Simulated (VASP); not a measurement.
# SiO2 (P4_32_12) in VASP: further runs

SiO2 is run at these levels: r2SCAN; tasks: single point.

Program: VASP 6.6.1. These are calculated values, not measurements. Logs are shortened: lines on timing, memory, paths and dates and some standing lists are left out, and cuts for length are marked.

## Step 1: The cell of the first run

The structure is tetragonal, space group P4_32_12 (No. 96). The conventional cell has a = 5.056 Å, b = 5.056 Å, c = 7.025 Å, α = 90.00°, β = 90.00°, γ = 90.00°. Si (site symmetry 2) has 4 O at 1.61 Å within 2.1 Å. Within 2.1 Å of O (site symmetry 1) lie 2 Si at 1.61 Å.

## Step 2: Single point, r2SCAN (equal strain along all axes, cell held: +1.5 %, then relaxed in part)

Contents of POSCAR:

```
SiO2
1.0
    5.0562992907      0.0000000000      0.0000000000
    0.0000000000      5.0562992907      0.0000000000
    0.0000000000      0.0000000000      7.0245090018
Si O
4 8
Direct
    0.2056107609      0.2056107609      0.0000000000
    0.2943892391      0.7056107609      0.7500000000
    0.7056107609      0.2943892391      0.2500000000
    0.7943892391      0.7943892391      0.5000000000
    0.5930291886      0.7411652761      0.6737900311
    0.4069708114      0.2588347239      0.1737900311
    0.7411652761      0.5930291886      0.3262099689
    0.2411652761      0.9069708114      0.9237900311
    0.2588347239      0.4069708114      0.8262099689
    0.0930291886      0.7588347239      0.5762099689
    0.9069708114      0.2411652761      0.0762099689
    0.7588347239      0.0930291886      0.4237900311
```

Contents of INCAR.step1:

```
SYSTEM = SiO2
PREC = Accurate
ENCUT = 520
ISMEAR = 0
SIGMA = 0.02
LREAL = .False.
LASPH = .True.
NELM = 60
NBANDS = 44
GGA = PE
ALGO = Normal
EDIFF = 1E-4
LWAVE = .True.
LCHARG = .False.
```

Contents of INCAR.step2:

```
SYSTEM = SiO2
PREC = Accurate
ENCUT = 520
EDIFF = 1E-7
ISMEAR = 0
SIGMA = 0.02
LREAL = .False.
LASPH = .True.
NELM = 60
ALGO = Normal
ISIF = 2
LWAVE = .False.
LCHARG = .False.
METAGGA = R2SCAN
LMIXTAU = .True.
NBANDS = 44
ISTART = 1
```

Contents of KPOINTS:

```
regular mesh
0
Gamma
  6 6 4
  0 0 0
```

Potentials or basis: VASP PAW PBE potentials, release 64 (Si, O).

The run is started by

```console
$ cat potpaw_PBE.64/Si/POTCAR potpaw_PBE.64/O/POTCAR > POTCAR
$ cp INCAR.step1 INCAR
$ mpirun -np 1 vasp_std > vasp.out
$ cp INCAR.step2 INCAR
$ mpirun -np 1 vasp_std > vasp.out
```

OUTCAR:

```text
SYSTEM = SiO2
   PREC = Accurate
   ENCUT = 520
   EDIFF = 1E-7
   ISMEAR = 0
   LREAL = .False.
   LASPH = .True.
   NELM = 60
   ISIF = 2
   METAGGA = R2SCAN
   ISTART = 1

 ion  position               nearest neighbor table
   1  0.206  0.206  0.000-   8 1.61  11 1.61   9 1.61   6 1.61   2 3.11   3 3.11   2 3.11   3 3.11

   2  0.294  0.706  0.750-   5 1.61   9 1.61   8 1.61  10 1.61   1 3.11   4 3.11   1 3.11   4 3.11

   3  0.706  0.294  0.250-   6 1.61   7 1.61  11 1.61  12 1.61   1 3.11   4 3.11   4 3.11   1 3.11

   4  0.794  0.794  0.500-  10 1.61  12 1.61   5 1.61   7 1.61   2 3.11   3 3.11   3 3.11   2 3.11

   5  0.593  0.741  0.674-   2 1.61   4 1.61
   6  0.407  0.259  0.174-   3 1.61   1 1.61
   7  0.741  0.593  0.326-   3 1.61   4 1.61
   8  0.241  0.907  0.924-   1 1.61   2 1.61
   9  0.259  0.407  0.826-   2 1.61   1 1.61
  10  0.093  0.759  0.576-   4 1.61   2 1.61
  11  0.907  0.241  0.076-   1 1.61   3 1.61
  12  0.759  0.093  0.424-   4 1.61   3 1.61

  LATTYP: Found a simple tetragonal cell.
 ALAT       =     5.0562992907
 C/A-ratio  =     1.3892589418

  Lattice vectors:

 A1 = (   5.0562992907,   0.0000000000,   0.0000000000)
 A2 = (   0.0000000000,   5.0562992907,   0.0000000000)
 A3 = (   0.0000000000,   0.0000000000,   7.0245090018)

Analysis of symmetry for initial positions (statically):
=====================================================================
 Subroutine PRICEL returns:
 Original cell was already a primitive cell.

 Routine SETGRP: Setting up the symmetry group for a
 simple tetragonal supercell.

 Subroutine GETGRP returns: Found  8 space group operations
 (whereof  2 operations were pure point group operations)
 out of a pool of 16 trial point group operations.

The static configuration has the point symmetry C_2 .
 The point group associated with its full space group is D_4 .

Analysis of symmetry for dynamics (positions and initial velocities):
=====================================================================
 Subroutine PRICEL returns:
 Original cell was already a primitive cell.

 Routine SETGRP: Setting up the symmetry group for a
 simple tetragonal supercell.

 Subroutine GETGRP returns: Found  8 space group operations
 (whereof  2 operations were pure point group operations)
 out of a pool of 16 trial point group operations.

The dynamic configuration has the point symmetry C_2 .
 The point group associated with its full space group is D_4 .

 Subroutine INISYM returns: Found  8 space group operations
 (whereof  2 operations are pure point group operations),
 and found     1 'primitive' translations

----------------------------------------------------------------------------------------

                                     Primitive cell

  volume of cell :     179.5897

  direct lattice vectors                    reciprocal lattice vectors
     5.056299291  0.000000000  0.000000000     0.197773103  0.000000000  0.000000000
     0.000000000  5.056299291  0.000000000     0.000000000  0.197773103  0.000000000
     0.000000000  0.000000000  7.024509002     0.000000000  0.000000000  0.142358704

  length of vectors
     5.056299291  5.056299291  7.024509002     0.197773103  0.197773103  0.142358704

  position of ions in fractional coordinates (direct lattice)
     0.205610761  0.205610761  0.000000000
     0.294389239  0.705610761  0.750000000
     0.705610761  0.294389239  0.250000000
     0.794389239  0.794389239  0.500000000
     0.593029189  0.741165276  0.673790031
     0.406970811  0.258834724  0.173790031
     0.741165276  0.593029189  0.326209969
     0.241165276  0.906970811  0.923790031
     0.258834724  0.406970811  0.826209969
     0.093029189  0.758834724  0.576209969
     0.906970811  0.241165276  0.076209969
     0.758834724  0.093029189  0.423790031

  ion indices of the primitive-cell ions
   primitive index   ion index
                 1           1
                 2           2
                 3           3
                 4           4
                 5           5
                 6           6
                 7           7
                 8           8
                 9           9
                10          10
                11          11
                12          12

----------------------------------------------------------------------------------------

 KPOINTS: regular mesh

Automatic generation of k-mesh.
 Grid dimensions read from file:
 generate k-points for:    6    6    4

 Generating k-lattice:

  Cartesian coordinates                     Fractional coordinates (reciprocal lattice)
     0.032962184  0.000000000  0.000000000     0.166666667  0.000000000  0.000000000
     0.000000000  0.032962184  0.000000000     0.000000000  0.166666667  0.000000000
     0.000000000  0.000000000  0.035589676     0.000000000  0.000000000  0.250000000

  Length of vectors
     0.032962184  0.032962184  0.035589676

  Shift w.r.t. Gamma in fractional coordinates (k-lattice)
     0.000000000  0.000000000  0.000000000

 Subroutine IBZKPT returns following result:
 ===========================================

 Found     30 irreducible k-points:

 Following reciprocal coordinates:
            Coordinates               Weight
  0.000000  0.000000  0.000000      1.000000
  0.166667  0.000000  0.000000      4.000000
  0.333333  0.000000  0.000000      4.000000
  0.500000  0.000000  0.000000      2.000000
  0.166667  0.166667  0.000000      4.000000
  0.333333  0.166667  0.000000      8.000000
[... 16 lines left out ...]
  0.333333  0.000000  0.500000      4.000000
  0.500000  0.000000  0.500000      2.000000
 [... further k-points ...]
   k-points           NKPTS =     30   k-points in BZ     NKDIM =     30   number of bands    NBANDS=     44
   number of dos      NEDOS =    301   number of ions     NIONS =     12
   total plane-waves  NPLWV =  86400
   dimension x,y,z NGX =    40 NGY =   40 NGZ =   54
   dimension x,y,z NGXF=    80 NGYF=   80 NGZF=  108
   ions per type =               4   8
   NGX,Y,Z   is equivalent  to a cutoff of  13.15, 13.15, 12.78 a.u.
   NGXF,Y,Z  is equivalent  to a cutoff of  26.30, 26.30, 25.56 a.u.
 SYSTEM =  SiO2
   PREC   = accura    normal or accurate (medium, high low for compatibility)
   ISTART =      1    job   : 0-new  1-cont  2-samecut
   ICHARG =      0    charge: 1-file 2-atom 10-const
   ISPIN  =      1    spin polarized calculation?
   LNONCOLLINEAR =      F non collinear calculations
   LSORBIT =      F    spin-orbit coupling
   LASPH  =      T    aspherical Exc in radial PAW
   ENCUT  =  520.0 eV  38.22 Ry    6.18 a.u.   9.40  9.40 13.06*2*pi/ulx,y,z
   NELM   =     60;   NELMIN=  2; NELMDL=  0     # of ELM steps
   EDIFF  = 0.1E-06   stopping-criterion for ELM
   LREAL  =      F    real-space projection
   EDIFFG = 0.1E-05   stopping-criterion for IOM
   NSW    =      0    number of steps for IOM
   IBRION =     -1    ionic relax: 0-MD 1-quasi-New 2-CG
   NFREE  =      0    steps in history (QN), initial steepest desc. (CG)
   ISIF   =      2    stress and relaxation
   ISYM   =      2    0-nonsym 1-usesym 2-fastsym
   POTIM  = 0.5000    time-step for ionic-motion
   TEBEG  =    0.0;   TEEND  =   0.0 temperature during run
   PSTRESS=    0.0 pullay stress
   NELECT =      64.0000    total number of electrons
   NUPDOWN=      -1.0000    fix difference up-down
   EMIN   =  10.00;   EMAX   =-10.00  energy-range for DOS
   EFERMI =   0.00;   METHOD = LEGACY
   ISMEAR =     0;   SIGMA  =   0.02  broadening in eV -4-tet -1-fermi 0-gaus
   EFERMI_NEDOS =   21; number of points for ismear=-14 and -15
   IALGO  =     38    algorithm
   IMIX   =      4    mixing-type and parameters
     AMIX     =   0.40;   BMIX     =  1.00
     AMIX_MAG =   1.60;   BMIX_MAG =  1.00
  volume/ion in A,a.u.               =      14.97       100.99
  Fermi-wavevector in a.u.,A,eV,Ry     =   1.160667  2.193343 18.329061  1.347148
  Thomas-Fermi vector in A             =   2.297247
   LORBIT       =      0    0 simple, 1 ext, 2 COOP (PROOUT), +10 PAW based schemes
   METAGGA = R2SCAN    functional components
   LHFCALC =     F    Hartree Fock is set to
   AEXX    =    0.0000 exact exchange contribution
   IVDW    =     0    specifies the selected vdW correction
   LEPSILON=     F    determine dielectric tensor
   LRPA    =     F    only Hartree local field effects (RPA)
 non-spin polarized calculation
 Gauss-broadening in eV      SIGMA  =   0.02
  energy-cutoff  :      520.00
  volume of cell :      179.59
 maximum number of plane-waves:      4868
 NGX is ok and might be reduce to    40
   NGX = 19   NGY = 19   NGZ = 27

 number of electron      63.9999988 magnetization

 Free energy of the ion-electron system (eV)
  ---------------------------------------------------
  ext. energy  EPLUGINS =         0.00000000
  ---------------------------------------------------
  free energy    TOTEN  =      -119.16342273 eV

  energy without entropy =     -119.16342273  energy(sigma->0) =     -119.16342273

 E-fermi :  -0.4914     XC(G=0):  -8.6023

 val. band max:       -0.5967959185   @ k =   0.0000   0.0000   0.0000
 cond. band min:       5.6504235147   @ k =   0.0000   0.0000   0.0000
 fundamental gap:      6.2472194332
 Fermi energy:        -0.4913948245

 k-point     1 :       0.0000    0.0000    0.0000
  band No.  band energies     occupation
      1     -21.0283      2.00000
      2     -20.1427      2.00000
      3     -20.1427      2.00000
      4     -19.0086      2.00000
      5     -18.9943      2.00000
      6     -18.9882      2.00000
[... 36 lines left out ...]
     43      11.4988      0.00000
     44      11.6284      0.00000
[... 1040 lines left out ...]
      4     -19.6287      2.00000
      5     -19.0126      2.00000
      6     -19.0126      2.00000
[... 36 lines left out ...]
     43      11.7573      0.00000
     44      11.7573      0.00000

 [... further k-points ...]

------------------------ aborting loop because EDIFF is reached ----------------------------------------

  FORCE on cell =-STRESS in cart. coord.  units (eV):
  Direction    XX          YY          ZZ          XY          YZ          ZX
  --------------------------------------------------------------------------------------
  -------------------------------------------------------------------------------------
  Total       -0.6254160     -0.6254160     -0.2823474      0.0000000      0.0000000     -0.0000000
  in kB       -5.5795353     -5.5795353     -2.5189108      0.0000000      0.0000000     -0.0000000
  external PRESSURE =      -4.5593271 kB  Pullay stress =       0.0000000 kB

 VOLUME and BASIS-vectors are now :
 -----------------------------------------------------------------------------
  energy-cutoff  :      520.00
  volume of cell :      179.59
      direct lattice vectors                 reciprocal lattice vectors
     5.056299291  0.000000000  0.000000000     0.197773103  0.000000000  0.000000000
     0.000000000  5.056299291  0.000000000     0.000000000  0.197773103  0.000000000
     0.000000000  0.000000000  7.024509002     0.000000000  0.000000000  0.142358704

 POSITION                                       TOTAL-FORCE (eV/Angst)
 -----------------------------------------------------------------------------------
      1.03963      1.03963      0.00000        -0.018012     -0.018012      0.000000
      1.48852      3.56778      5.26838         0.018012     -0.018012     -0.000000
      3.56778      1.48852      1.75613        -0.018012      0.018012      0.000000
      4.01667      4.01667      3.51225         0.018012      0.018012      0.000000
      2.99853      3.74755      4.73304        -0.000310      0.001425     -0.002115
      2.05777      1.30875      1.22079         0.000310     -0.001425     -0.002115
      3.74755      2.99853      2.29146         0.001425     -0.000310      0.002115
      1.21940      4.58592      6.48917         0.001425      0.000310     -0.002115
      1.30875      2.05777      5.80372        -0.001425      0.000310      0.002115
      0.47038      3.83690      4.04759        -0.000310     -0.001425      0.002115
      4.58592      1.21940      0.53534         0.000310      0.001425      0.002115
      3.83690      0.47038      2.97692        -0.001425     -0.000310     -0.002115
 -----------------------------------------------------------------------------------
    total drift:                               -0.000000      0.000000     -0.000000

  FREE ENERGIE OF THE ION-ELECTRON SYSTEM (eV)
  ---------------------------------------------------
  free  energy   TOTEN  =      -119.1634227313 eV

  energy  without entropy=     -119.1634227313  energy(sigma->0) =     -119.16342273
```

Wall time 10 min (1 thread of Oxide Virtual Turin-like, shared host); peak memory 0.37 GiB.

What came out:

| Item | Value |
| --- | --- |
| Free energy | -119.1634 eV |
| Pressure | -0.5 GPa |
| Largest force | 0.025 eV/Å |
| Band gap on the k mesh | 6.25 eV |

Forces in eV/Å, atoms in the order of the input:
```
Si  -0.018 -0.018  0.000
Si   0.018 -0.018  0.000
Si  -0.018  0.018  0.000
Si   0.018  0.018  0.000
O    0.000  0.001 -0.002
O    0.000 -0.001 -0.002
O    0.001  0.000  0.002
O    0.001  0.000 -0.002
O   -0.001  0.000  0.002
O    0.000 -0.001  0.002
O    0.000  0.001  0.002
O   -0.001  0.000 -0.002
```

Caveat: the cell differs from its parent crystal (equal strain along all axes, cell held: +1.5 %, then relaxed in part); the PAW data sets were made with another functional, which shifts forces and pressure a little. A k mesh can miss the band edges.

## Step 3: Single point, r2SCAN

POSCAR is that of step 2.

Contents of INCAR.step1:

```
PREC = Accurate
ENCUT = 520
ISMEAR = 0
SIGMA = 0.02
LREAL = F
LASPH = T
NELM = 60
NBANDS = 44
GGA = PE
ALGO = Normal
EDIFF = 1E-4
LWAVE = T
LCHARG = F
```

Contents of INCAR.step2:

```
PREC = Accurate
ENCUT = 520
EDIFF = 1E-6
ISMEAR = 0
SIGMA = 0.02
LREAL = F
LASPH = T
NELM = 60
ALGO = Normal
ISIF = 2
LWAVE = F
LCHARG = F
METAGGA = R2SCAN
LMIXTAU = T
NBANDS = 44
ISTART = 1
```

Contents of KPOINTS:

```
regular mesh
0
Gamma
  6 6 4
```

Potentials or basis: VASP PAW PBE potentials, release 64 (Si, O).

The run is started by

```console
$ cat potpaw_PBE.64/Si/POTCAR potpaw_PBE.64/O/POTCAR > POTCAR
$ cp INCAR.step1 INCAR
$ mpirun -np 1 vasp_std > vasp.out
$ cp INCAR.step2 INCAR
$ mpirun -np 1 vasp_std > vasp.out
```

It took 12 min on 1 thread of Oxide Virtual Turin-like, shared host; peak memory 0.37 GiB.

It converged, with:

| Property | Result |
| --- | --- |
| Free energy | -119.1634 eV |
| Pressure | -0.5 GPa |
| Largest force | 0.025 eV/Å |
| Band gap on the k mesh | 6.25 eV |

Forces in eV/Å, atoms in the order of the input:
```
Si  -0.018 -0.018  0.000
Si   0.018 -0.018  0.000
Si  -0.018  0.018  0.000
Si   0.018  0.018  0.000
O    0.000  0.001 -0.002
O    0.000 -0.001 -0.002
O    0.001  0.000  0.002
O    0.001  0.000 -0.002
O   -0.001  0.000  0.002
O    0.000 -0.001  0.002
O    0.000  0.001  0.002
O   -0.001  0.000 -0.002
```

Stress tensor (GPa, compression positive):
```
-0.55  0.00  0.00
 0.00 -0.55  0.00
 0.00  0.00 -0.25
```

Levels at points of the mesh, in eV from the valence-band top:
```csv
k point,band 30,band 31,band 32,band 33,band 34,band 35
"(0.00, 0.00, 0.00)",-0.25,-0.25,0.00,6.25,9.51,9.51
"(0.50, 0.00, 0.00)",-0.66,-0.47,-0.47,8.30,8.30,9.95
"(0.50, 0.50, 0.00)",-0.61,-0.57,-0.57,9.32,9.32,9.48
"(0.00, 0.00, 0.50)",-0.51,-0.42,-0.42,7.47,7.47,10.31
"(0.50, 0.00, 0.50)",-0.96,-0.15,-0.15,8.75,8.75,9.34
"(0.50, 0.50, 0.50)",-0.67,-0.67,-0.67,9.83,9.83,9.83
```

Caveat: the PAW data sets were made with another functional, which shifts forces and pressure a little.
